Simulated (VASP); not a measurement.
# Si7Mo (P6/mmm) in VASP: relaxation of cell and atoms with PBE

Aim: the relaxation of cell and atoms of Si7Mo with PBE.

Program: VASP 6.6.1. These are calculated values, not measurements. Logs are shortened: lines on timing, memory, paths and dates and some standing lists are left out, and cuts for length are marked.

## 1. The cell of the first run

The structure is hexagonal, space group P6/mmm (No. 191). Conventional cell: a = 4.438 Å, b = 4.438 Å, c = 7.059 Å, α = 90.00°, β = 90.00°, γ = 120.00°. Within 3.1 Å of Si (site symmetry -6m2) lie 8 Si at 2.38 to 2.56 Å. Si (site symmetry 3m) has 5 Si at 2.31 to 2.56 Å and 3 Mo at 2.81 Å within 3.1 Å. Within 3.6 Å of Si (site symmetry 6/mmm) lie 18 Si at 2.56 to 3.49 Å and 2 Mo at 3.53 Å. Mo (site symmetry 6/mmm) has 14 Si at 2.81 to 3.53 Å within 3.7 Å.

The cell was generated, and may not be a known phase.

## 2. Relaxation of cell and atoms, PBE

INCAR

```
SYSTEM = Si7Mo
  PREC = Accurate
  ENCUT = 600
  EDIFF = 1E-7
  ISMEAR = 0
  SIGMA = 0.1
  LREAL = .False.
  LASPH = .True.
  NELM = 60
  ALGO = Normal
  ISIF = 3
  LWAVE = .False.
  LCHARG = .False.
  GGA = PE
  IBRION = 2
  NSW = 100
  EDIFFG = -0.01
```

KPOINTS

```
Automatic mesh
0
Gamma
  12 12 6
  0 0 0
```

POSCAR

```
Si7Mo
1.0
    4.4379723141      0.0000000000      0.0000000000
   -2.2189861570      3.8433967653      0.0000000000
    0.0000000000      0.0000000000      7.0590245353
Si Mo
7 1
Direct
    0.3333333333      0.6666666667      0.0000000000
    0.6666666667      0.3333333333      0.0000000000
    0.3333333333      0.6666666667      0.6635500566
    0.6666666667      0.3333333333      0.6635500566
    0.6666666667      0.3333333333      0.3364499434
    0.3333333333      0.6666666667      0.3364499434
    0.0000000000      0.0000000000      0.0000000000
    0.0000000000      0.0000000000      0.5000000000
```

Potentials or basis: VASP PAW PBE potentials, release 64 (Si, Mo_sv).

Launch:

```
cat potpaw_PBE.64/Si/POTCAR potpaw_PBE.64/Mo_sv/POTCAR > POTCAR
mpirun -np 1 vasp_std > vasp.out
```

OUTCAR:

```text
SYSTEM = Si7Mo
   PREC = Accurate
   ENCUT = 600
   EDIFF = 1E-7
   ISMEAR = 0
   LREAL = .False.
   LASPH = .True.
   NELM = 60
   ISIF = 3
   GGA = PE
   IBRION = 2
   NSW = 100
   EDIFFG = -0.01

 ion  position               nearest neighbor table
   1  0.333  0.667  0.000-   3 2.38   6 2.38   7 2.56   2 2.56   2 2.56   7 2.56   7 2.56   2 2.56

   2  0.667  0.333  0.000-   4 2.38   5 2.38   7 2.56   1 2.56   1 2.56   7 2.56   7 2.56   1 2.56

   3  0.333  0.667  0.664-   6 2.31   1 2.38   4 2.56   4 2.56   4 2.56   8 2.81   8 2.81   8 2.81

   4  0.667  0.333  0.664-   5 2.31   2 2.38   3 2.56   3 2.56   3 2.56   8 2.81   8 2.81   8 2.81

   5  0.667  0.333  0.336-   4 2.31   2 2.38   6 2.56   6 2.56   6 2.56   8 2.81   8 2.81   8 2.81

   6  0.333  0.667  0.336-   3 2.31   1 2.38   5 2.56   5 2.56   5 2.56   8 2.81   8 2.81   8 2.81

   7  0.000  0.000  0.000-   1 2.56   2 2.56   1 2.56   2 2.56   2 2.56   1 2.56
   8  0.000  0.000  0.500-   3 2.81   4 2.81   5 2.81   6 2.81   3 2.81   6 2.81   4 2.81   5 2.81
                             4 2.81   5 2.81   3 2.81   6 2.81

  LATTYP: Found a hexagonal cell.
 ALAT       =     4.4379723141
 C/A-ratio  =     1.5905967941

  Lattice vectors:

 A1 = (   4.4379723141,   0.0000000000,   0.0000000000)
 A2 = (  -2.2189861570,   3.8433967653,   0.0000000000)
 A3 = (   0.0000000000,   0.0000000000,   7.0590245353)

Analysis of symmetry for initial positions (statically):
=====================================================================
 Subroutine PRICEL returns:
 Original cell was already a primitive cell.

 Routine SETGRP: Setting up the symmetry group for a
 hexagonal supercell.

 Subroutine GETGRP returns: Found 24 space group operations
 (whereof 24 operations were pure point group operations)
 out of a pool of 24 trial point group operations.

The static configuration has the point symmetry D_6h.

Analysis of symmetry for dynamics (positions and initial velocities):
=====================================================================
 Subroutine PRICEL returns:
 Original cell was already a primitive cell.

 Routine SETGRP: Setting up the symmetry group for a
 hexagonal supercell.

 Subroutine GETGRP returns: Found 24 space group operations
 (whereof 24 operations were pure point group operations)
 out of a pool of 24 trial point group operations.

The dynamic configuration has the point symmetry D_6h.

 Subroutine INISYM returns: Found 24 space group operations
 (whereof 24 operations are pure point group operations),
 and found     1 'primitive' translations

----------------------------------------------------------------------------------------

                                     Primitive cell

  volume of cell :     120.4050

  direct lattice vectors                    reciprocal lattice vectors
     4.437972314  0.000000000  0.000000000     0.225328129  0.130093256  0.000000000
    -2.218986157  3.843396765  0.000000000     0.000000000  0.260186512  0.000000000
     0.000000000  0.000000000  7.059024535     0.000000000  0.000000000  0.141662633

  length of vectors
     4.437972314  4.437972314  7.059024535     0.260186512  0.260186512  0.141662633

  position of ions in fractional coordinates (direct lattice)
     0.333333333  0.666666667  0.000000000
     0.666666667  0.333333333  0.000000000
     0.333333333  0.666666667  0.663550057
     0.666666667  0.333333333  0.663550057
     0.666666667  0.333333333  0.336449943
     0.333333333  0.666666667  0.336449943
     0.000000000  0.000000000  0.000000000
     0.000000000  0.000000000  0.500000000

  ion indices of the primitive-cell ions
   primitive index   ion index
                 1           1
                 2           2
                 3           3
                 4           4
                 5           5
                 6           6
                 7           7
                 8           8

----------------------------------------------------------------------------------------

 KPOINTS: Automatic mesh

Automatic generation of k-mesh.
 Grid dimensions read from file:
 generate k-points for:   12   12    6

 Generating k-lattice:

  Cartesian coordinates                     Fractional coordinates (reciprocal lattice)
     0.018777344  0.010841105  0.000000000     0.083333333  0.000000000  0.000000000
     0.000000000  0.021682209  0.000000000     0.000000000  0.083333333  0.000000000
     0.000000000  0.000000000  0.023610439     0.000000000  0.000000000  0.166666667

  Length of vectors
     0.021682209  0.021682209  0.023610439

  Shift w.r.t. Gamma in fractional coordinates (k-lattice)
     0.000000000  0.000000000  0.000000000

 Subroutine IBZKPT returns following result:
 ===========================================

 Found     76 irreducible k-points:

 Following reciprocal coordinates:
            Coordinates               Weight
  0.000000  0.000000  0.000000      1.000000
  0.083333  0.000000  0.000000      6.000000
  0.166667 -0.000000  0.000000      6.000000
  0.250000  0.000000  0.000000      6.000000
  0.333333  0.000000  0.000000      6.000000
  0.416667  0.000000  0.000000      6.000000
[... 16 lines left out ...]
  0.250000  0.000000  0.166667     12.000000
  0.333333  0.000000  0.166667     12.000000
 [... further k-points ...]
   k-points           NKPTS =     76   k-points in BZ     NKDIM =     76   number of bands    NBANDS=     26
   number of dos      NEDOS =    301   number of ions     NIONS =      8
   total plane-waves  NPLWV =  72576
   dimension x,y,z NGX =    36 NGY =   36 NGZ =   56
   dimension x,y,z NGXF=    72 NGYF=   72 NGZF=  112
   ions per type =               7   1
   NGX,Y,Z   is equivalent  to a cutoff of  13.49, 13.49, 13.19 a.u.
   NGXF,Y,Z  is equivalent  to a cutoff of  26.97, 26.97, 26.38 a.u.
 SYSTEM =  Si7Mo
   PREC   = accura    normal or accurate (medium, high low for compatibility)
   ISTART =      0    job   : 0-new  1-cont  2-samecut
   ICHARG =      2    charge: 1-file 2-atom 10-const
   ISPIN  =      1    spin polarized calculation?
   LNONCOLLINEAR =      F non collinear calculations
   LSORBIT =      F    spin-orbit coupling
   LASPH  =      T    aspherical Exc in radial PAW
   ENCUT  =  600.0 eV  44.10 Ry    6.64 a.u.   8.86  8.86 14.10*2*pi/ulx,y,z
   NELM   =     60;   NELMIN=  2; NELMDL= -5     # of ELM steps
   EDIFF  = 0.1E-06   stopping-criterion for ELM
   LREAL  =      F    real-space projection
   EDIFFG = -.1E-01   stopping-criterion for IOM
   NSW    =    100    number of steps for IOM
   IBRION =      2    ionic relax: 0-MD 1-quasi-New 2-CG
   NFREE  =      1    steps in history (QN), initial steepest desc. (CG)
   ISIF   =      3    stress and relaxation
   ISYM   =      2    0-nonsym 1-usesym 2-fastsym
   POTIM  = 0.5000    time-step for ionic-motion
   TEBEG  =    0.0;   TEEND  =   0.0 temperature during run
   PSTRESS=    0.0 pullay stress
   NELECT =      42.0000    total number of electrons
   NUPDOWN=      -1.0000    fix difference up-down
   EMIN   =  10.00;   EMAX   =-10.00  energy-range for DOS
   EFERMI =   0.00;   METHOD = LEGACY
   ISMEAR =     0;   SIGMA  =   0.10  broadening in eV -4-tet -1-fermi 0-gaus
   EFERMI_NEDOS =   21; number of points for ismear=-14 and -15
   IALGO  =     38    algorithm
   IMIX   =      4    mixing-type and parameters
     AMIX     =   0.40;   BMIX     =  1.00
     AMIX_MAG =   1.60;   BMIX_MAG =  1.00
  volume/ion in A,a.u.               =      15.05       101.57
  Fermi-wavevector in a.u.,A,eV,Ry     =   1.152417  2.177753 18.069429  1.328066
  Thomas-Fermi vector in A             =   2.289068
   LORBIT       =      0    0 simple, 1 ext, 2 COOP (PROOUT), +10 PAW based schemes
   GGA     = PE    functional components
   LHFCALC =     F    Hartree Fock is set to
   AEXX    =    0.0000 exact exchange contribution
   IVDW    =     0    specifies the selected vdW correction
   LEPSILON=     F    determine dielectric tensor
   LRPA    =     F    only Hartree local field effects (RPA)
 conjugate gradient relaxation of ions
 non-spin polarized calculation
 Gauss-broadening in eV      SIGMA  =   0.10
  energy-cutoff  :      600.00
  volume of cell :      120.40
 maximum number of plane-waves:      4047
 NGX is ok and might be reduce to    36
   NGX = 17   NGY = 17   NGZ = 29

--------------------------------------- Ionic step        1  -------------------------------------------

 number of electron      42.0000004 magnetization

 Free energy of the ion-electron system (eV)
  ---------------------------------------------------
  ext. energy  EPLUGINS =         0.00000000
  ---------------------------------------------------
  free energy    TOTEN  =       -46.18224195 eV

  energy without entropy =      -46.16072344  energy(sigma->0) =      -46.17148269

------------------------ aborting loop because EDIFF is reached ----------------------------------------

  FORCE on cell =-STRESS in cart. coord.  units (eV):
  Direction    XX          YY          ZZ          XY          YZ          ZX
  --------------------------------------------------------------------------------------
  -------------------------------------------------------------------------------------
  Total       -0.1428964     -0.1428964      2.1501680     -0.0000000      0.0000000      0.0000000
  in kB       -1.9014603     -1.9014603     28.6113583     -0.0000000      0.0000000      0.0000000
  external PRESSURE =       8.2694792 kB  Pullay stress =       0.0000000 kB
[... 153 lines left out ...]
  energy  without entropy=      -46.1752798788  energy(sigma->0) =      -46.18580847

--------------------------------------- Ionic step        5  -------------------------------------------

 number of electron      42.0000002 magnetization

 Free energy of the ion-electron system (eV)
  ---------------------------------------------------
  ext. energy  EPLUGINS =         0.00000000
  ---------------------------------------------------
  free energy    TOTEN  =       -46.19652391 eV

  energy without entropy =      -46.17551050  energy(sigma->0) =      -46.18601720

 E-fermi :   9.7557     XC(G=0): -11.2379

 val. band max:        9.7331418073   @ k =   0.2500   0.0833   0.1667
 cond. band min:       9.7705220355   @ k =   0.1667   0.1667   0.5000
 fundamental gap:      0.0373802282
 Fermi energy:         9.7556633377

 k-point     1 :       0.0000    0.0000    0.0000
  band No.  band energies     occupation
      1     -51.1766      2.00000
      2     -25.3322      2.00000
      3     -25.2380      2.00000
      4     -25.2380      2.00000
      5      -4.0838      2.00000
      6      -1.7256      2.00000
[... 685 lines left out ...]
     25      11.0527      0.00000
     26      11.3100      0.00000

 [... further k-points ...]

------------------------ aborting loop because EDIFF is reached ----------------------------------------

  FORCE on cell =-STRESS in cart. coord.  units (eV):
  Direction    XX          YY          ZZ          XY          YZ          ZX
  --------------------------------------------------------------------------------------
  -------------------------------------------------------------------------------------
  Total        0.0025230      0.0025230     -0.0051213      0.0000000     -0.0000000      0.0000000
  in kB        0.0333899      0.0333899     -0.0677753      0.0000000     -0.0000000      0.0000000
  external PRESSURE =      -0.0003318 kB  Pullay stress =       0.0000000 kB
[... 23 lines left out ...]
  FREE ENERGIE OF THE ION-ELECTRON SYSTEM (eV)
  ---------------------------------------------------
  free  energy   TOTEN  =       -46.1965239119 eV

  energy  without entropy=      -46.1755104955  energy(sigma->0) =      -46.18601720

 reached required accuracy - stopping structural energy minimisation
```

Wall time 14 min (1 thread of Intel Xeon Platinum 8259CL at 2.50GHz (Skylake/Cascade Lake), shared host); peak memory 0.43 GiB.

Results:

- Free energy: -46.1965 eV
- Relaxed volume: 15.13 Å³/atom
- Relaxed cell: a = 4.423 Å, b = 4.423 Å, c = 7.145 Å, α = 90.00°, β = 90.00°, γ = 120.00°
- Space group after relaxing (to 0.1 Å): P6/mmm (No. 191)
- Energy gained by relaxing: 1.8 meV/atom
- Ionic steps: 5
- Pressure after relaxing: 0.0 GPa
- Largest force after relaxing: 0.006 eV/Å
- Band gap on the k mesh: zero (bands 21 and 22 overlap by 2.85 eV)

Forces in eV/Å, atoms in the order of the input:
```
Si   0.000  0.000  0.000
Si   0.000  0.000  0.000
Si   0.000  0.000 -0.006
Si   0.000  0.000 -0.006
Si   0.000  0.000  0.006
Si   0.000  0.000  0.006
Si   0.000  0.000  0.000
Mo   0.000  0.000  0.000
```

Step by step:
```
step  energy change (eV)  largest force (eV/Å)  pressure (GPa)  volume (Å³)
   1              0.0000                0.1071            0.83       120.40
   2             -0.0124                0.0422           -0.74       121.76
   3             -0.0128                0.0220           -0.52       121.56
   4             -0.0141                0.0000            0.19       120.89
   5             -0.0143                0.0060            0.00       121.06
```

Final structure:
```
Si Mo
1.0
     4.42332    0.00000    0.00000
    -2.21166    3.83071    0.00000
     0.00000    0.00000    7.14479
Si Mo
7 1
Direct
  0.33333 0.66667 0.00000
  0.66667 0.33333 0.00000
  0.33333 0.66667 0.66414
  0.66667 0.33333 0.66414
  0.66667 0.33333 0.33586
  0.33333 0.66667 0.33586
  0.00000 0.00000 0.00000
  0.00000 0.00000 0.50000
```

The gap in the log of VASP goes by the Fermi energy; the results here count the filled bands.